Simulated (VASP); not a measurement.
Wanted: the native input for a VASP 6.6.1 run.

* Task: electric field gradients
* Functional: PBEsol
* Potentials or basis: VASP PAW PBE potentials, release 64 (Hf_pv, B)
* Cutoff: 520 eV
* k mesh: 13 × 13 × 11
* Occupations: fermi-dirac, width 0.05 eV
* Spin: no spin polarisation
* Dipole correction: no
* Further INCAR settings: ALGO = Normal; EDIFF = 1e-08; NBANDS = 15

The structure of HfB2 lies in POSCAR:

```
HfB2
1.0
    3.1400001005     -0.0314000010     -0.0314000010
   -1.5971932488      2.7350198554     -0.0114931980
   -0.0348000000     -0.0348000000      3.4800000000
Hf B
1 2
Direct
    0.0000000000      0.0000000000      0.0000000000
    0.3333333333      0.6666666667      0.5000000000
    0.6666666667      0.3333333333      0.5000000000
```

This cell differs from its parent crystal: equal xy, yz and zx shear strains of -2 %.

These files were run (other wordings do the same):

INCAR

```
SYSTEM = HfB2
  ALGO = Normal
  EDIFF = 1E-8
  ENCUT = 520
  GGA = PS
  ISIF = 2
  ISMEAR = -1
  LASPH = .TRUE.
  LCHARG = .FALSE.
  LEFG = .TRUE.
  LREAL = .FALSE.
  LWAVE = .FALSE.
  NBANDS = 15
  NELM = 80
  PREC = Accurate
  SIGMA = 0.05
```

KPOINTS

```
k-points
0
G
  13 13 11
  0 0 0
```

Potentials or basis: VASP PAW PBE potentials, release 64 (Hf_pv, B).

The run is started by

```sh
$ cat potpaw_PBE.64/Hf_pv/POTCAR potpaw_PBE.64/B/POTCAR > POTCAR
$ mpirun -np 1 vasp_std > vasp.out
```

It gave:

```
Pressure               : -4.1 GPa
Largest force          : 0.024 eV/Å
Band gap on the k mesh : zero (band 8 reaches 8.08 eV, above the bottom of band 9 at 7.05 eV)
```

Caveat: the cell differs from its parent crystal (equal xy, yz and zx shear strains of -2 %); without QUAD_EFG the Cq values of the log hold for a quadrupole moment of 1 mb, not for the nuclei; the PAW data sets were made with another functional, which shifts forces and pressure a little; spin-orbit coupling is left out, which moves the levels of the heavy elements.

Run time: 2.2 min on 1 thread of Intel(R) Xeon(R) 6975P-C (Granite Rapids), with other jobs on the host, peak memory 0.5 GiB.
